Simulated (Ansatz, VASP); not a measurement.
**SnSe: VASP beside Ansatz**

INCAR

```
SYSTEM = SnSe
ALGO = Normal
EDIFF = 1E-6
ENCUT = 500
GGA_COMPAT = .FALSE.
ISIF = 2
ISMEAR = 0
LASPH = .TRUE.
LCHARG = .FALSE.
LREAL = .FALSE.
LWAVE = .FALSE.
NBANDS = 28
NELM = 120
PREC = Accurate
SIGMA = 0.05
```

The input KPOINTS:

```
k-points
0
G
  6 6 4
  0 0 0
```

POSCAR

```
SnSe
1.0
    4.1898989379      0.0000000000      0.0000000000
    0.0000000000      4.1898989379      0.0000000000
    0.0000000000      0.0000000000     10.9796229414
Sn Se
2 2
Direct
    0.5000000000      0.0000000000      0.3781633338
    0.0000000000      0.5000000000      0.6218366662
    0.5000000000      0.0000000000      0.6172243225
    0.0000000000      0.5000000000      0.3782217871
```

Input for Ansatz:

```yaml
crystal:
  lattice:
    - [4.1898989379, 0.0, 0.0]
    - [0.0, 4.1898989379, 0.0]
    - [0.0, 0.0, 10.9796229414]
  atoms:
    - { symbol: Sn, position: [0.5, 0.0, 0.3781633338] }
    - { symbol: Sn, position: [0.0, 0.5, 0.6218366662] }
    - { symbol: Se, position: [0.5, 0.0, 0.6172243225] }
    - { symbol: Se, position: [0.0, 0.5, 0.3782217871] }
basis:
  ecutwfc: 420
kpoints:
  mp_grid: { grid: [6, 6, 4] }
hamiltonian:
  xc: lda
scf:
  occupations: { method: gaussian, width: 0.05 }
output:
  forces: true
  stress: true
  eigenvalues: true
```

Alike in both runs: task single point; functional LDA; k mesh 6 × 6 × 4; occupations gaussian, width 0.05 eV; no spin polarisation.

```csv
,VASP,Ansatz
version,VASP 6.6.1,Ansatz 0.2.0
potentials or method,"VASP PAW LDA potentials, release 64 (Sn_d, Se), cutoff 500 eV","scalar-relativistic, plane waves, PAW"
valence electrons in the cell,40,60
```

```csv
,VASP,Ansatz,Ansatz less VASP
gap on the k mesh at the Fermi level (eV),1.44,1.46,+0.017
least direct gap on the mesh (eV),1.44,1.46,+0.017
rms of the force components (eV/Å),0.141,0.131,-0.0100
```

LDA's correlation is that of Perdew and Zunger in VASP and of Perdew and Wang (1992) in Ansatz. Atom by atom the forces differ by 0.015 eV/Å (rms over components). VASP's potentials hold 40 valence electrons a cell and Ansatz's 60, so a difference there can come from the potentials and not from the codes.
